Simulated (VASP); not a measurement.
# BAs (F-43m) in VASP: notebook, part 2 of 2

VASP 6.6.1.

### Step 3. Single point, PBE (strain +3.0%)

File INCAR:

```
PREC = Accurate
ENCUT = 520
EDIFF = 1E-7
ISMEAR = -1
SIGMA = 0.02
LREAL = F
LASPH = T
NELM = 80
ALGO = Normal
ISIF = 2
LWAVE = F
LCHARG = F
GGA = PE
NBANDS = 11
```

File KPOINTS:

```
Automatic mesh
0
Gamma
  10 10 10
```

File POSCAR:

```
BAs
1.0
    0.0000000000      2.4636236322      2.4636236322
    2.4636236322      0.0000000000      2.4636236322
    2.4636236322      2.4636236322      0.0000000000
B As
1 1
Direct
    0.0000000000      0.0000000000      0.0000000000
    0.2500000000      0.2500000000      0.2500000000
```

Potentials or basis: VASP PAW PBE potentials, release 64 (B, As).

Started as:

```
$ cat potpaw_PBE.64/B/POTCAR potpaw_PBE.64/As/POTCAR > POTCAR
$ mpirun -np 1 vasp_std > vasp.out
```

OUTCAR:

```text
PREC = Accurate
   ENCUT = 520
   EDIFF = 1E-7
   ISMEAR = -1
   LREAL = F
   LASPH = T
   NELM = 80
   ISIF = 2
   GGA = PE

 ion  position               nearest neighbor table
   1  0.000  0.000  0.000-   2 2.13   2 2.13   2 2.13   2 2.13
   2  0.250  0.250  0.250-   1 2.13   1 2.13   1 2.13   1 2.13

  LATTYP: Found a face centered cubic cell.
 ALAT       =     4.9272472644

  Lattice vectors:

[... 510 lines left out ...]
      2      -1.0765      2.00000
      3       1.5376      2.00000
      4       1.9801      2.00000
      5       6.8806      0.00000
      6       8.4840      0.00000
      7      13.3398      0.00000
      8      13.6108      0.00000
      9      16.4087      0.00000
     10      19.8235      0.00000
     11      20.4234      0.00000

 [... further k-points ...]
[... 5 lines left out ...]
  --------------------------------------------------------------------------------------
  -------------------------------------------------------------------------------------
  Total       -1.4555691     -1.4555691     -1.4555691      0.0000000      0.0000000      0.0000000
  in kB      -77.9812762    -77.9812762    -77.9812762      0.0000000      0.0000000      0.0000000
  external PRESSURE =     -77.9812762 kB  Pullay stress =       0.0000000 kB

 VOLUME and BASIS-vectors are now :
 -----------------------------------------------------------------------------
  energy-cutoff  :      520.00
  volume of cell :       29.91
      direct lattice vectors                 reciprocal lattice vectors
     0.000000000  2.463623632  2.463623632    -0.202953078  0.202953078  0.202953078
     2.463623632  0.000000000  2.463623632     0.202953078 -0.202953078  0.202953078
     2.463623632  2.463623632  0.000000000     0.202953078  0.202953078 -0.202953078

 POSITION                                       TOTAL-FORCE (eV/Angst)
 -----------------------------------------------------------------------------------
      0.00000      0.00000      0.00000         0.000000      0.000000      0.000000
      1.23181      1.23181      1.23181        -0.000000     -0.000000     -0.000000
 -----------------------------------------------------------------------------------
    total drift:                               -0.000000     -0.000000      0.000000

  FREE ENERGIE OF THE ION-ELECTRON SYSTEM (eV)
  ---------------------------------------------------
  free  energy   TOTEN  =       -11.3631096230 eV

  energy  without entropy=      -11.3631096230  energy(sigma->0) =      -11.36310962
```

OSZICAR:

```text
N       E                     dE             d eps       ncg     rms          rms(c)
DAV:   1     0.115688983913E+02    0.11569E+02   -0.35927E+03  1034   0.630E+02
DAV:   2    -0.110758938199E+02   -0.22645E+02   -0.21584E+02  1337   0.101E+02
DAV:   3    -0.118356553057E+02   -0.75976E+00   -0.75798E+00  1281   0.170E+01
DAV:   4    -0.118379238587E+02   -0.22686E-02   -0.22684E-02  1173   0.106E+00
DAV:   5    -0.118379278153E+02   -0.39566E-05   -0.39566E-05  1244   0.475E-02    0.431E+00
DAV:   6    -0.114078404245E+02    0.43009E+00   -0.13160E+00  1097   0.441E+00    0.211E+00
DAV:   7    -0.113680630518E+02    0.39777E-01   -0.13103E-01  1204   0.181E+00    0.911E-01
DAV:   8    -0.113626412535E+02    0.54218E-02   -0.17922E-02  1166   0.748E-01    0.890E-02
DAV:   9    -0.113629398771E+02   -0.29862E-03   -0.81521E-04  1151   0.154E-01    0.495E-02
DAV:  10    -0.113631023325E+02   -0.16246E-03   -0.19797E-04  1095   0.846E-02    0.113E-02
DAV:  11    -0.113631090697E+02   -0.67372E-05   -0.65021E-06  1288   0.167E-02    0.859E-03
DAV:  12    -0.113631095967E+02   -0.52702E-06   -0.29518E-06  1064   0.937E-03    0.289E-03
DAV:  13    -0.113631096230E+02   -0.26285E-07   -0.74567E-08  1005   0.181E-03
   1 F= -.11363110E+02 E0= -.11363110E+02  d E =-.272678E-11
```

stdout:

```text
POSCAR found type information on POSCAR B As
 POSCAR found :  2 types and       2 ions
 scaLAPACK will be used
 LDA part: xc-table for (Slater+PW92), standard interpolation
 POSCAR, INCAR and KPOINTS ok, starting setup
 FFT: planning ... GRIDC
 FFT: planning ... GRID_SOFT
 FFT: planning ... GRID
 WAVECAR not read
 entering main loop
```

It took 15 s on 1 thread of Intel Xeon 6975P-C, shared host; peak memory 0.16 GiB.

What came out:

```yaml
Free_energy: -11.3631 eV
Pressure: -7.8 GPa
Band_gap_on_the_k_mesh: 1.27 eV, indirect (least direct gap 3.17 eV)
```

Levels at points of the mesh, in eV from the valence-band top:
```tsv
k point	band 2	band 3	band 4	band 5	band 6	band 7
(0.00, 0.00, 0.00)	0.00	0.00	0.00	3.17	3.17	3.17
(0.50, 0.00, 0.00)	-8.14	-1.67	-1.67	2.17	4.67	4.67
(0.50, 0.50, 0.00)	-8.03	-3.70	-3.70	1.52	1.53	10.50
```

Caveat: the cell differs from its parent crystal (strain +3.0%). A k mesh can miss the band edges.

### Step 4. Single point, PBE (strain +2.0%)

File INCAR:

```
PREC = Accurate
ENCUT = 500
EDIFF = 1E-6
ISMEAR = 0
SIGMA = 0.01
LREAL = F
LASPH = T
NELM = 120
ALGO = Normal
ISIF = 2
LWAVE = F
LCHARG = T
GGA = PE
LELF = T
LVHAR = T
NBANDS = 11
GGA_COMPAT = F
```

File KPOINTS:

```
regular mesh
0
Gamma
  6 6 6
```

File POSCAR:

```
BAs
1.0
    0.0000000000      2.4397049562      2.4397049562
    2.4397049562      0.0000000000      2.4397049562
    2.4397049562      2.4397049562      0.0000000000
B As
1 1
Direct
    0.0000000000      0.0000000000      0.0000000000
    0.2500000000      0.2500000000      0.2500000000
```

Started as:

```
$ cat potpaw_PBE.64/B/POTCAR potpaw_PBE.64/As/POTCAR > POTCAR
$ mpirun -np 1 vasp_std > vasp.out
```

Run time: 6.4 s. Hardware: 1 thread of Intel Xeon Platinum 8488C (Sapphire Rapids), shared host; peak memory 0.15 GiB.

It converged, with:

```yaml
Free_energy: -11.3782 eV
Pressure: -4.7 GPa
Band_gap_on_the_k_mesh: 1.32 eV, indirect (least direct gap 3.20 eV)
```

Levels at points of the mesh, in eV from the valence-band top:
```csv
k point,band 2,band 3,band 4,band 5,band 6,band 7
"(0.00, 0.00, 0.00)",0.00,0.00,0.00,3.20,3.20,3.20
"(0.50, 0.00, 0.00)",-8.34,-1.71,-1.71,2.33,4.70,4.70
"(0.50, 0.50, 0.00)",-8.18,-3.82,-3.82,1.50,1.50,10.77
```

Caveat: the cell differs from its parent crystal (strain +2.0%). A k mesh can miss the band edges.

### Step 5. Single point, PBE (strain +3.0%)

File INCAR:

```
SYSTEM = BAs
PREC = Accurate
ENCUT = 500
EDIFF = 1E-6
ISMEAR = 0
SIGMA = 0.01
LREAL = .FALSE.
LASPH = .TRUE.
NELM = 120
ALGO = Normal
ISIF = 2
LWAVE = .FALSE.
LCHARG = .TRUE.
GGA = PE
LELF = .TRUE.
LVHAR = .TRUE.
NBANDS = 11
GGA_COMPAT = .FALSE.
```

File KPOINTS:

```
Automatic mesh
0
G
  6 6 6
  0 0 0
```

File POSCAR:

```
BAs
1.0
    0.0000000000      2.4636236322      2.4636236322
    2.4636236322      0.0000000000      2.4636236322
    2.4636236322      2.4636236322      0.0000000000
B As
1 1
Direct
    0.0000000000      0.0000000000      0.0000000000
    0.2500000000      0.2500000000      0.2500000000
```

Started as:

```
$ cat potpaw_PBE.64/B/POTCAR potpaw_PBE.64/As/POTCAR > POTCAR
$ mpirun -np 1 vasp_std > vasp.out
```

Run time: 6 s. Hardware: 1 thread of Intel Xeon Platinum 8488C (Sapphire Rapids), shared host; peak memory 0.15 GiB.

The run converged. Its results:

```
Free energy            : -11.3445 eV
Pressure               : -7.8 GPa
Band gap on the k mesh : 1.35 eV, indirect (least direct gap 3.16 eV)
```

Levels at points of the mesh, in eV from the valence-band top:
| k point | band 2 | band 3 | band 4 | band 5 | band 6 | band 7 |
| --- | --- | --- | --- | --- | --- | --- |
| (0.00, 0.00, 0.00) | 0.00 | 0.00 | 0.00 | 3.16 | 3.16 | 3.16 |
| (0.50, 0.00, 0.00) | -8.14 | -1.67 | -1.67 | 2.17 | 4.67 | 4.67 |
| (0.50, 0.50, 0.00) | -8.03 | -3.71 | -3.71 | 1.52 | 1.53 | 10.50 |

Caveat: the cell differs from its parent crystal (strain +3.0%). A k mesh can miss the band edges.

### Step 6. The runs side by side

```csv
cell,k mesh,cutoff (eV),smearing,gap on the mesh (eV),pressure (GPa)
"a = 3.450 Å, angles 60.0°, 2 atoms",10 × 10 × 10,520,fermi-dirac 0.02 eV,1.24,-4.7
"a = 3.484 Å, angles 60.0°, 2 atoms",10 × 10 × 10,520,fermi-dirac 0.02 eV,1.27,-7.8
"a = 3.450 Å, angles 60.0°, 2 atoms",6 × 6 × 6,500,gaussian 0.01 eV,1.32,-4.7
"a = 3.484 Å, angles 60.0°, 2 atoms",6 × 6 × 6,500,gaussian 0.01 eV,1.35,-7.8
```

Alike in all rows: task single point; level PBE; potentials or basis VASP PAW PBE potentials, release 64 (B, As); no spin polarisation.

Absolute energies hang on the potentials; compare differences alone.
